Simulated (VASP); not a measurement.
A run of VASP 6.6.1 is set up as follows.

INCAR

```
  PREC = Accurate
  ENCUT = 520
  EDIFF = 1E-6
  ISMEAR = 0
  SIGMA = 0.1
  LREAL = False
  LASPH = True
  NELM = 100
  ALGO = Normal
  ISIF = 2
  LWAVE = False
  LCHARG = False
  GGA = PE
  NBANDS = 38
```

The input KPOINTS:

```
Automatic mesh
0
Gamma
  6 6 8
```

File POSCAR:

```
Ca3Zr2N
1.0
    6.3881585526      0.0000000000      0.0000000000
    0.0000000000      6.3881585526      0.0000000000
    0.0000000000      0.0000000000      4.6111419437
Ca Zr N
3 2 1
Direct
    0.0000000000      0.0000000000      0.0000000000
    0.0000000000      0.5000000000      0.5000000000
    0.5000000000      0.0000000000      0.5000000000
    0.0000000000      0.0000000000      0.5000000000
    0.5000000000      0.5000000000      0.5000000000
    0.5000000000      0.5000000000      0.0000000000
```

Potentials or basis: VASP PAW PBE potentials, release 64 (Ca_sv, Zr_sv, N).

Run with:

```console
$ cat potpaw_PBE.64/Ca_sv/POTCAR potpaw_PBE.64/Zr_sv/POTCAR potpaw_PBE.64/N/POTCAR > POTCAR
$ mpirun -np 1 vasp_std > vasp.out
```

(1) Predict the band gap on the k mesh.

(2) What does it give for the pressure?

Answers

(1) zero (an odd number of electrons rules out a gap without spin polarisation).

(2) 0.2 GPa.
